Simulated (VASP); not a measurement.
A run of VASP 6.6.1 is set up as follows.

The input INCAR:

```
SYSTEM = Ga2SiS
PREC = Accurate
ENCUT = 520
EDIFF = 1E-7
ISMEAR = 0
SIGMA = 0.1
LREAL = .FALSE.
LASPH = .TRUE.
NELM = 100
ALGO = Normal
ISIF = 2
LWAVE = .FALSE.
LCHARG = .TRUE.
GGA = PE
LELF = .TRUE.
LVHAR = .TRUE.
NBANDS = 26
```

The input KPOINTS:

```
Automatic mesh
0
G
  4 4 4
  0 0 0
```

Contents of POSCAR:

```
Ga2SiS
1.0
    3.9238417100      0.0000000000      0.0000000000
    0.0000000000      3.9238417100      0.0000000000
    0.0000000000      0.0000000000      5.5051122000
Ga Si S
2 1 1
Direct
    0.5000000000      0.0000000000      0.0071888500
    0.0000000000      0.5000000000      0.0071888500
    0.0000000000      0.0000000000      0.3942616200
    0.5000000000      0.5000000000      0.2233654700
```

Potentials or basis: VASP PAW PBE potentials, release 64 (Ga_d, Si, S).

Launch:

```console
$ cat potpaw_PBE.64/Ga_d/POTCAR potpaw_PBE.64/Si/POTCAR potpaw_PBE.64/S/POTCAR > POTCAR
$ mpirun -np 1 vasp_std > vasp.out
```

**Question.** What does it give for the largest force?

**Answer.** 4.937 eV/Å.

**Question.** What does it give for the band gap on the k mesh?

**Answer.** Zero (band 18 reaches 5.06 eV, above the bottom of band 19 at 4.77 eV).

**Question.** Estimate the pressure.

**Answer.** 12.7 GPa.

Forces on the atoms (eV/Å):
```
Ga   0.000  0.000 -2.581
Ga   0.000  0.000 -2.581
Si   0.000  0.000  0.224
S    0.000  0.000  4.937
```

Caveat: the k points lie up to 0.40 Å⁻¹ apart; forces of over 1 eV/Å act on the atoms, so gaps and moduli don't describe the material at rest.
